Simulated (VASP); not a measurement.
Set up this calculation in VASP 6.6.1, as the native input.

```yaml
Task: single point
Functional: PBE
Potentials_or_basis: VASP PAW PBE potentials, release 64 (In_d, Ga_d, Pb_d)
Cutoff: 520 eV
k_mesh: 3 × 3 × 3
Occupations: gaussian, width 0.1 eV
Spin: no spin polarisation
Dipole_correction: no
Further_INCAR_settings: ALGO = Normal; EDIFF = 1e-06; NBANDS = 42
```

The structure of InGaPb3 lies in POSCAR:

```
InGaPb3
1.0
    3.6364143100      2.0994847800      3.0773481800
   -3.6364143100      2.0994847800      3.0773481800
    0.0000000000     -4.1989695600      3.0773481800
In Ga Pb
1 1 3
Direct
    0.5394300200      0.5394300200      0.5394300200
    0.0100000000      0.0100000000      0.0100000000
    0.5069299900      0.9987400200      0.5069299900
    0.5069299900      0.5069299900      0.9987400200
    0.9987400200      0.5069299900      0.5069299900
```

The input as run:

INCAR

```
ALGO = Normal ; EDIFF = 1E-6
ENCUT = 520 ; GGA = PE
ISIF = 2 ; ISMEAR = 0
LASPH = True ; LCHARG = True
LELF = True ; LREAL = False
LVHAR = True ; LWAVE = False
NBANDS = 42 ; NELM = 80
PREC = Accurate ; SIGMA = 0.1
```

KPOINTS

```
k-points
0
Gamma
  3 3 3
```

Potentials or basis: VASP PAW PBE potentials, release 64 (In_d, Ga_d, Pb_d).

Launch:

```bash
$ cat potpaw_PBE.64/In_d/POTCAR potpaw_PBE.64/Ga_d/POTCAR potpaw_PBE.64/Pb_d/POTCAR > POTCAR
$ mpirun -np 1 vasp_std > vasp.out
```

Results of the run:

```
Pressure               : 20.0 GPa
Largest force          : 6.731 eV/Å
Band gap on the k mesh : zero (band 34 reaches 7.42 eV, above the bottom of band 35 at 6.59 eV)
```

Caveat: the k points lie up to 0.40 Å⁻¹ apart; spin-orbit coupling is left out, which moves the levels of the heavy elements; forces of over 1 eV/Å act on the atoms, so gaps and moduli don't describe the material at rest.

It took 18 s on 1 thread of Intel(R) Xeon(R) Platinum 8559C (Emerald Rapids), with other jobs on the host, peak memory 0.25 GiB.
